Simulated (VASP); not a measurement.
**La36HO54 (a cell with a defect): single point with HSE06**

The system is La36HO54 (a cell with a defect).

```
La O H
1.0
    11.82172    0.00000    0.00000
    -5.91086   10.23791    0.00000
     0.00000    0.00000   12.37572
La O H
36 54 1
Cartesian
  2.0195 1.1578 4.6401
  0.0007 2.3210 1.5494
  1.9156 1.1529 10.9028
  0.0481 2.2315 7.6607
  -0.0507 4.5455 4.6942
  -1.9391 5.6998 1.5467
  -0.0271 4.4918 10.7877
  -1.9855 5.7463 7.7161
  -1.9899 7.9773 4.6700
  -3.9270 9.0958 1.5384
  -1.9679 7.9647 10.8798
  -3.9668 9.1187 7.7775
  5.9107 1.1655 4.6421
  3.9700 2.2185 1.4891
  5.9780 1.1471 10.8463
  3.9120 2.2202 7.7779
  3.9522 4.5469 4.9759
  1.9665 5.6933 1.2067
  3.9643 4.5395 10.8623
  1.9645 5.6942 7.7170
  1.9517 8.0138 4.6942
  0.0078 9.0722 1.5467
  2.0100 8.0202 10.7876
  -0.0556 9.0892 7.7161
  9.8474 1.1430 4.6526
  7.9092 2.2621 1.5202
  9.8862 1.1206 10.7877
  7.8891 2.2738 7.6845
  7.8596 4.5412 4.6420
  5.9773 5.6955 1.4890
  7.9092 4.4922 10.8463
  5.9469 5.7446 7.7780
  5.9207 7.9150 4.6402
  3.9040 9.0817 1.5494
  5.8731 8.0073 10.9028
  4.0051 9.0853 7.6607
  1.9782 1.1478 2.1512
  0.0140 2.2847 4.0381
  -0.0655 0.0410 -0.0558
  1.9800 1.0930 8.4992
  -0.0367 2.2565 10.0649
  0.0723 -0.0387 6.2462
  0.1035 4.6380 2.2884
  -1.9812 5.6969 3.9826
  -1.9100 3.4221 0.0010
  0.0135 4.5546 8.2871
  -1.9634 5.7018 10.1810
  -1.9663 3.4626 6.0970
  -1.9732 7.9676 2.1847
  -3.9518 9.1101 3.9591
  -3.9294 6.7780 0.0895
  -2.0412 8.0070 8.4792
  -3.9460 9.1066 10.3148
  -3.9927 6.8121 6.1824
  5.9329 1.1274 2.2069
  3.9698 2.4115 3.8924
  3.9900 0.0187 0.0897
  5.9288 1.1462 8.3812
  3.9462 2.2843 10.2831
  3.9286 0.0567 6.1825
  4.0346 4.4990 0.9190
  1.8796 5.7432 5.3187
  1.5973 3.3076 -0.0821
  3.9435 4.5516 8.2903
  1.9827 5.6837 10.2957
  2.0820 3.0295 6.2720
  1.9486 7.8342 2.2885
  -0.0107 9.1101 3.9828
  -0.0301 6.8460 0.0508
  1.9759 7.9537 8.2870
  -0.0059 9.0922 10.1809
  -0.4052 7.0623 6.3048
  9.8703 1.1299 2.2329
  7.8918 2.2722 4.0074
  7.9060 -0.0518 0.0008
  9.8652 1.1327 8.2472
  7.9601 2.2328 10.0847
  7.8428 -0.0238 6.0969
  7.9037 4.5410 2.2067
  5.8102 5.5991 3.8923
  6.3125 3.1838 -0.1162
  7.8854 4.5353 8.3814
  5.9084 5.6830 10.2833
  5.9416 3.3983 6.1392
  5.9088 7.9557 2.1512
  3.9420 9.0882 4.0380
  3.8475 7.2055 -0.0817
  5.9570 7.9814 8.4992
  3.9411 9.1461 10.0649
  4.3311 6.9247 6.2717
  2.9129 5.1467 3.1172
```

```yaml
Program: VASP 6.6.1
Task: single point
Functional: HSE06
Potentials_or_basis: VASP PAW PBE potentials, release 64 (La, O, H)
Cutoff: 520 eV
k_mesh: 1 × 1 × 1
Occupations: fermi-dirac, width 0.01 eV
Spin: no spin polarisation
Dipole_correction: no
Grid_for_exact_exchange_PRECFOCK: Fast
Charge: -1
Further_INCAR_settings: LREAL = Auto; ALGO = Normal; EDIFF = 1e-06; NBANDS = 412; NELECT = 722.0
Share_of_exact_exchange: 0.25
Screening_parameter: 0.2079 1/Å
```

```json
{
 "Largest force": "0.185 eV/Å"
}
```

Forces on the atoms (eV/Å):
```
La  -0.014  0.025 -0.115
La   0.027  0.008  0.106
La  -0.039  0.013 -0.169
La   0.025 -0.024  0.176
La  -0.029  0.008 -0.103
La  -0.012  0.035  0.159
La   0.004 -0.036 -0.121
La   0.023  0.037  0.136
La   0.045 -0.027 -0.112
La   0.004 -0.002  0.164
La  -0.005  0.004 -0.185
La  -0.002  0.001  0.169
La   0.036 -0.002 -0.164
La   0.013 -0.014  0.114
La   0.017  0.039 -0.134
La  -0.023 -0.017  0.133
La  -0.078  0.045 -0.025
La   0.055 -0.032  0.033
La   0.002 -0.001  0.001
La  -0.013  0.008  0.002
La  -0.022  0.022 -0.104
La  -0.036 -0.007  0.159
La   0.033  0.015 -0.121
La  -0.020 -0.038  0.136
La   0.002  0.000 -0.175
La  -0.044  0.025  0.110
La   0.009 -0.005 -0.160
La   0.002 -0.001  0.184
La   0.020 -0.030 -0.165
La   0.019 -0.005  0.114
La  -0.026 -0.034 -0.134
La   0.004  0.029  0.133
La  -0.028  0.000 -0.116
La   0.007 -0.027  0.106
La  -0.031  0.027 -0.169
La   0.033 -0.010  0.176
O    0.019  0.003 -0.032
O   -0.007  0.011  0.033
O    0.010 -0.006  0.005
O    0.012 -0.006 -0.017
O   -0.009  0.004  0.015
O   -0.010  0.005 -0.002
O   -0.028 -0.010 -0.006
O    0.013 -0.003 -0.002
O    0.003  0.005  0.006
O    0.027  0.025 -0.023
O    0.016 -0.009  0.020
O    0.016  0.003 -0.013
O    0.006 -0.003 -0.040
O    0.002 -0.002  0.008
O   -0.014 -0.006  0.014
O   -0.018  0.009  0.000
O    0.005 -0.002  0.056
O   -0.013 -0.004 -0.005
O   -0.007  0.015 -0.005
O    0.011 -0.035  0.013
O   -0.002  0.015  0.013
O   -0.016  0.012 -0.016
O    0.011  0.031  0.022
O   -0.002  0.012 -0.004
O   -0.006  0.003 -0.084
O    0.015 -0.008  0.040
O   -0.045 -0.014  0.000
O   -0.014  0.008 -0.070
O    0.008 -0.005  0.060
O    0.016 -0.048 -0.002
O   -0.006  0.027 -0.007
O    0.009 -0.011 -0.003
O    0.005 -0.003 -0.003
O   -0.006 -0.038 -0.023
O    0.015 -0.010  0.020
O   -0.066  0.038 -0.006
O   -0.006  0.003 -0.006
O   -0.006  0.004  0.047
O   -0.003 -0.005  0.007
O   -0.002  0.003 -0.054
O    0.017 -0.009  0.002
O    0.003 -0.013 -0.011
O   -0.016 -0.001 -0.004
O    0.036  0.009  0.014
O    0.070 -0.040  0.004
O   -0.018  0.011 -0.015
O   -0.020 -0.024  0.022
O   -0.005  0.003 -0.001
O    0.006 -0.019 -0.032
O   -0.014 -0.001  0.034
O   -0.012  0.046  0.001
O    0.012 -0.007 -0.016
O   -0.009  0.004  0.013
O    0.049  0.009 -0.002
H    0.010 -0.005 -0.004
```

Levels at points of the mesh, in eV from the Fermi level:
| k point | band 359 | band 360 | band 361 | band 362 | band 363 | band 364 |
| --- | --- | --- | --- | --- | --- | --- |
| (0.00, 0.00, 0.00) | -0.92 | -0.89 | -0.34 | 4.13 | 4.22 | 4.35 |

Run time: 40 min on 8 MPI ranks on AMD EPYC 7R13 Processor (Zen 3) (shared host), peak memory 1.1 GiB a rank.

Caveat: the k points lie up to 0.61 Å⁻¹ apart; the cell carries a net charge on a neutralising background, which shifts energy and pressure; the cell is charged against a uniform background, so pressure and absolute levels hang on convention; the PAW data sets were made with another functional, which shifts forces and pressure a little; spin-orbit coupling is left out, which moves the levels of the heavy elements.
